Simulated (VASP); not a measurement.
# ZnCu2SnS4 (I-4) in VASP: further runs, part 2 of 2

VASP 6.6.1.

### Step 6. Single point, PBEsol (19.22 Å³/atom)

This run uses another cell than the first one, of 19.22 Å³/atom.

Input file INCAR:

```
PREC = Accurate ; ENCUT = 520
EDIFF = 1E-6 ; ISMEAR = -1
SIGMA = 0.05 ; LREAL = False
LASPH = True ; NELM = 80
ALGO = Normal ; ISIF = 2
LWAVE = False ; LCHARG = False
GGA = PS ; NBANDS = 46
```

Input file KPOINTS:

```
regular mesh
0
Gamma
  7 7 7
```

Input file POSCAR:

```
ZnCu2SnS4
1.0
   -2.6803779309      2.6803779309      5.3514829043
    2.6803779309     -2.6803779309      5.3514829043
    2.6803779309      2.6803779309     -5.3514829043
Sn Zn Cu S
1 1 2 4
Direct
    0.5000000000      0.5000000000      0.0000000000
    0.2500000000      0.7500000000      0.5000000000
    0.7500000000      0.2500000000      0.5000000000
    0.0000000000      0.0000000000      0.0000000000
    0.6279900000      0.6283900000      0.5128000000
    0.8848100000      0.3720100000      0.0004000000
    0.1155900000      0.1151900000      0.4872000000
    0.3716100000      0.8844100000      0.9996000000
```

Potentials or basis: VASP PAW PBE potentials, release 64 (Sn_d, Zn, Cu, S).

On the command line:

```bash
cat potpaw_PBE.64/Sn_d/POTCAR potpaw_PBE.64/Zn/POTCAR potpaw_PBE.64/Cu/POTCAR potpaw_PBE.64/S/POTCAR > POTCAR
mpirun -np 1 vasp_std > vasp.out
```

OUTCAR:

```text
PREC = Accurate
   ENCUT = 520
   EDIFF = 1E-6
   ISMEAR = -1
   LREAL = False
   LASPH = True
   NELM = 80
   ISIF = 2
   GGA = PS

 ion  position               nearest neighbor table
   1  0.500  0.500  0.000-   5 2.38   6 2.38   8 2.38   7 2.38
   2  0.250  0.750  0.500-   5 2.30   6 2.30   7 2.30   8 2.30
   3  0.750  0.250  0.500-   6 2.30   7 2.30   8 2.30   5 2.30
   4  0.000  0.000  0.000-   8 2.30   5 2.30   7 2.30   6 2.30
   5  0.628  0.628  0.513-   2 2.30   4 2.30   3 2.30   1 2.38
   6  0.885  0.372  0.000-   2 2.30   4 2.30   3 2.30   1 2.38
   7  0.116  0.115  0.487-   2 2.30   4 2.30   3 2.30   1 2.38
   8  0.372  0.884  1.000-   2 2.30   4 2.30   3 2.30   1 2.38

  LATTYP: Found a body centered tetragonal cell.
 ALAT       =     5.3607558618
 C/A-ratio  =     1.9965404291

  Lattice vectors:

 A1 = (  -2.6803779309,   2.6803779309,   5.3514829043)
 A2 = (   2.6803779309,  -2.6803779309,   5.3514829043)
 A3 = (   2.6803779309,   2.6803779309,  -5.3514829043)

Analysis of symmetry for initial positions (statically):
=====================================================================
 Subroutine PRICEL returns:
 Original cell was already a primitive cell.

 Routine SETGRP: Setting up the symmetry group for a
 body centered tetragonal supercell.

 Subroutine GETGRP returns: Found  4 space group operations
 (whereof  4 operations were pure point group operations)
 out of a pool of 16 trial point group operations.

The static configuration has the point symmetry S_4 .

Analysis of symmetry for dynamics (positions and initial velocities):
=====================================================================
 Subroutine PRICEL returns:
 Original cell was already a primitive cell.

 Routine SETGRP: Setting up the symmetry group for a
 body centered tetragonal supercell.

 Subroutine GETGRP returns: Found  4 space group operations
 (whereof  4 operations were pure point group operations)
 out of a pool of 16 trial point group operations.

[... 136 lines left out ...]
   LORBIT       =      0    0 simple, 1 ext, 2 COOP (PROOUT), +10 PAW based schemes
   GGA     = PS    functional components
   LHFCALC =     F    Hartree Fock is set to
   AEXX    =    0.0000 exact exchange contribution
   IVDW    =     0    specifies the selected vdW correction
   LEPSILON=     F    determine dielectric tensor
   LRPA    =     F    only Hartree local field effects (RPA)
 non-spin polarized calculation
  energy-cutoff  :      520.00
  volume of cell :      153.79
 maximum number of plane-waves:      4159
 NGX is ok and might be reduce to    50
   NGX = 25   NGY = 25   NGZ = 25

 number of electron      71.9999970 magnetization

 Free energy of the ion-electron system (eV)
  ---------------------------------------------------
  ext. energy  EPLUGINS =         0.00000000
  ---------------------------------------------------
  free energy    TOTEN  =       -35.71345266 eV

  energy without entropy =      -35.71334792  energy(sigma->0) =      -35.71340029

 E-fermi :   5.4185     XC(G=0): -10.1939

 val. band max:        5.1773440264   @ k =   0.0000   0.0000   0.0000
 cond. band min:       5.5935620252   @ k =   0.0000   0.0000   0.0000
 fundamental gap:      0.4162179988
 Fermi energy:         5.4185301830

 k-point     1 :       0.0000    0.0000    0.0000
  band No.  band energies     occupation
      1     -17.0547      2.00000
      2     -17.0509      2.00000
      3     -17.0509      2.00000
      4     -16.9452      2.00000
      5     -16.9376      2.00000
      6      -9.6515      2.00000
[... 1165 lines left out ...]
     45      11.1917      0.00000
     46      11.3142      0.00000

 [... further k-points ...]

------------------------ aborting loop because EDIFF is reached ----------------------------------------

  FORCE on cell =-STRESS in cart. coord.  units (eV):
  Direction    XX          YY          ZZ          XY          YZ          ZX
  --------------------------------------------------------------------------------------
  -------------------------------------------------------------------------------------
  Total        1.6852144      1.6852144      1.5980334     -0.0000000      0.0000000      0.0000000
  in kB       17.5565648     17.5565648     16.6483128     -0.0000000      0.0000000      0.0000000
  external PRESSURE =      17.2538142 kB  Pullay stress =       0.0000000 kB

 VOLUME and BASIS-vectors are now :
 -----------------------------------------------------------------------------
  energy-cutoff  :      520.00
  volume of cell :      153.79
      direct lattice vectors                 reciprocal lattice vectors
    -2.680377931  2.680377931  5.351482904     0.000000000  0.186540858  0.093432047
     2.680377931 -2.680377931  5.351482904     0.186540858  0.000000000  0.093432047
     2.680377931  2.680377931 -5.351482904     0.186540858  0.186540858  0.000000000

 POSITION                                       TOTAL-FORCE (eV/Angst)
 -----------------------------------------------------------------------------------
      0.00000      0.00000      5.35148         0.000000      0.000000      0.000000
      2.68038      0.00000      2.67574         0.000000      0.000000      0.000000
      0.00000      2.68038      2.67574         0.000000      0.000000      0.000000
      0.00000      0.00000      0.00000         0.000000      0.000000      0.000000
      1.37557      1.37343      3.97926         0.230430      0.699503     -0.277721
     -1.37343      1.37557      6.72371        -0.699503      0.230430      0.277721
      1.30481      1.30695     -1.37223        -0.230430     -0.699503     -0.277721
      4.05380      1.30481      1.37223         0.699503     -0.230430      0.277721
 -----------------------------------------------------------------------------------
    total drift:                               -0.000007     -0.000008     -0.000003

  FREE ENERGIE OF THE ION-ELECTRON SYSTEM (eV)
  ---------------------------------------------------
  free  energy   TOTEN  =       -35.7134526619 eV

  energy  without entropy=      -35.7133479218  energy(sigma->0) =      -35.71340029
```

OSZICAR:

```text
N       E                     dE             d eps       ncg     rms          rms(c)
DAV:   1     0.732555786629E+03    0.73256E+03   -0.32117E+04  4850   0.202E+03
DAV:   2     0.934071731409E+02   -0.63915E+03   -0.61531E+03  4784   0.519E+02
DAV:   3    -0.283199115618E+02   -0.12173E+03   -0.11844E+03  5728   0.211E+02
DAV:   4    -0.379017243649E+02   -0.95818E+01   -0.94745E+01  6560   0.588E+01
DAV:   5    -0.383170550618E+02   -0.41533E+00   -0.41469E+00  7046   0.132E+01    0.183E+01
DAV:   6    -0.379355754411E+02    0.38148E+00   -0.39815E+01  7250   0.102E+02    0.131E+01
DAV:   7    -0.355995178157E+02    0.23361E+01   -0.11234E+01  6592   0.846E+01    0.822E+00
DAV:   8    -0.358625301094E+02   -0.26301E+00   -0.41825E+00  7472   0.238E+01    0.395E+00
DAV:   9    -0.357134801859E+02    0.14905E+00   -0.12783E+00  6512   0.202E+01    0.689E-01
DAV:  10    -0.357131414787E+02    0.33871E-03   -0.93462E-02  7474   0.553E+00    0.323E-01
DAV:  11    -0.357130934840E+02    0.47995E-04   -0.14040E-02  7532   0.242E+00    0.219E-01
DAV:  12    -0.357135071803E+02   -0.41370E-03   -0.28860E-03  7672   0.747E-01    0.107E-01
DAV:  13    -0.357134546368E+02    0.52543E-04   -0.62207E-04  7570   0.365E-01    0.462E-02
DAV:  14    -0.357134507073E+02    0.39295E-05   -0.12255E-04  7184   0.141E-01    0.264E-02
DAV:  15    -0.357134539804E+02   -0.32731E-05   -0.18084E-05  7090   0.825E-02    0.141E-02
DAV:  16    -0.357134523179E+02    0.16625E-05   -0.15682E-05  6060   0.741E-02    0.335E-03
DAV:  17    -0.357134526619E+02   -0.34399E-06   -0.40941E-06  4950   0.197E-02
   1 F= -.35713453E+02 E0= -.35713400E+02  d E =-.104740E-03
```

Run time: 5.6 min. Hardware: 1 thread of Intel Xeon 6975P-C (Granite Rapids), shared host; peak memory 0.59 GiB.

What came out:

| Quantity | Value |
| --- | --- |
| Free energy | -35.7135 eV |
| Pressure | 1.7 GPa |
| Largest force | 0.787 eV/Å |
| Band gap on the k mesh | 0.42 eV |

Forces in eV/Å, atoms in the order of the input:
```
Sn   0.000  0.000  0.000
Zn   0.000  0.000  0.000
Cu   0.000  0.000  0.000
Cu   0.000  0.000  0.000
S    0.230  0.700 -0.278
S   -0.700  0.230  0.278
S   -0.230 -0.700 -0.278
S    0.700 -0.230  0.278
```

Caveat: semilocal functionals underestimate gaps, and a narrow one can read as zero; the PAW data sets were made with another functional, which shifts forces and pressure a little; spin-orbit coupling is left out, which moves the levels of the heavy elements.

### Step 7. Single point, PBEsol (19.62 Å³/atom)

This run uses another cell than the first one, of 19.62 Å³/atom.

Input file INCAR:

```
SYSTEM = ZnCu2SnS4
  PREC = Accurate
  ENCUT = 520
  EDIFF = 1E-7
  ISMEAR = -1
  SIGMA = 0.05
  LREAL = .FALSE.
  LASPH = .TRUE.
  NELM = 100
  ALGO = Normal
  ISIF = 2
  LWAVE = .FALSE.
  LCHARG = .TRUE.
  GGA = PS
  LELF = .TRUE.
  LVHAR = .TRUE.
  NBANDS = 46
```

Input file KPOINTS:

```
regular mesh
0
G
  7 7 7
  0 0 0
```

POSCAR, as its differences from that of step 6:

```diff
@@ -2,5 +2,5 @@
 1.0
-   -2.6803779309      2.6803779309      5.3514829043
-    2.6803779309     -2.6803779309      5.3514829043
-    2.6803779309      2.6803779309     -5.3514829043
+   -2.6988638801      2.6988638801      5.3883908493
+    2.6988638801     -2.6988638801      5.3883908493
+    2.6988638801      2.6988638801     -5.3883908493
 Sn Zn Cu S
```

On the command line:

```bash
cat potpaw_PBE.64/Sn_d/POTCAR potpaw_PBE.64/Zn/POTCAR potpaw_PBE.64/Cu/POTCAR potpaw_PBE.64/S/POTCAR > POTCAR
mpirun -np 1 vasp_std > vasp.out
```

Wall time 6.8 min (1 thread of Intel Xeon 6975P-C (Granite Rapids), shared host); peak memory 0.59 GiB.

It converged, with:

```yaml
Free_energy: -35.7318 eV
Pressure: 0.0 GPa
Largest_force: 0.702 eV/Å
Band_gap_on_the_k_mesh: 0.33 eV
```

Forces in eV/Å, atoms in the order of the input:
```
Sn   0.000  0.000  0.000
Zn   0.000  0.000  0.000
Cu   0.000  0.000  0.000
Cu   0.000  0.000  0.000
S    0.190  0.632 -0.237
S   -0.632  0.190  0.237
S   -0.190 -0.632 -0.237
S    0.632 -0.190  0.237
```

Stress tensor (GPa, compression positive):
```
 0.03  0.00  0.00
 0.00  0.03  0.00
 0.00  0.00 -0.06
```

Levels at points of the mesh, in eV from the valence-band top:
```
           k point  band 32  band 33  band 34  band 35  band 36  band 37  band 38  band 39  band 40  band 41
(0.00, 0.00, 0.00)    -1.61    -1.45    -0.08    -0.08     0.00     0.33     1.93     2.89     3.79     3.79
```

Caveat: semilocal functionals underestimate gaps, and a narrow one can read as zero; the PAW data sets were made with another functional, which shifts forces and pressure a little; spin-orbit coupling is left out, which moves the levels of the heavy elements.

### Step 8. Summary

```tsv
level	cell	k mesh	cutoff (eV)	smearing	gap on the mesh (eV)	pressure (GPa)	largest force (eV/Å)
PBEsol	a = 6.778 Å, angles 131.8, 131.8, 70.6°, 8 atoms	7 × 7 × 7	520	fermi-dirac 0.05 eV	0.05	-5.2	0.43
PBEsol	a = 6.692 Å, angles 131.8, 131.8, 70.6°, 8 atoms	7 × 7 × 7	520	fermi-dirac 0.05 eV	0.18	-2.9	0.55
PBE	a = 6.648 Å, angles 131.8, 131.8, 70.6°, 8 atoms	6 × 6 × 6	600	fermi-dirac 0.02 eV	0.32	2.1	0.58
BLYP	a = 6.648 Å, angles 131.8, 131.8, 70.6°, 8 atoms	7 × 7 × 7	520	fermi-dirac 0.05 eV	0.33	6.5	0.60
PBEsol	a = 6.558 Å, angles 131.8, 131.8, 70.6°, 8 atoms	7 × 7 × 7	520	fermi-dirac 0.05 eV	0.42	1.7	0.79
PBEsol	a = 6.603 Å, angles 131.8, 131.8, 70.6°, 8 atoms	7 × 7 × 7	520	fermi-dirac 0.05 eV	0.33	0.0	0.70
```

Alike in all rows: task single point; potentials or basis VASP PAW PBE potentials, release 64 (Sn_d, Zn, Cu, S); no spin polarisation.

Caveats: semilocal functionals underestimate gaps, and a narrow one can read as zero; spin-orbit coupling is left out, which moves the levels of the heavy elements; the PAW data sets were made with another functional, which shifts forces and pressure a little (at least some runs); the cell stands under tension (at least some runs); the smearing spreads over this small gap (at least some runs); the cell stands under pressure (at least some runs).

Absolute energies hang on the potentials; compare differences alone.

The gap in the log of VASP goes by the Fermi energy; the results here count the filled bands.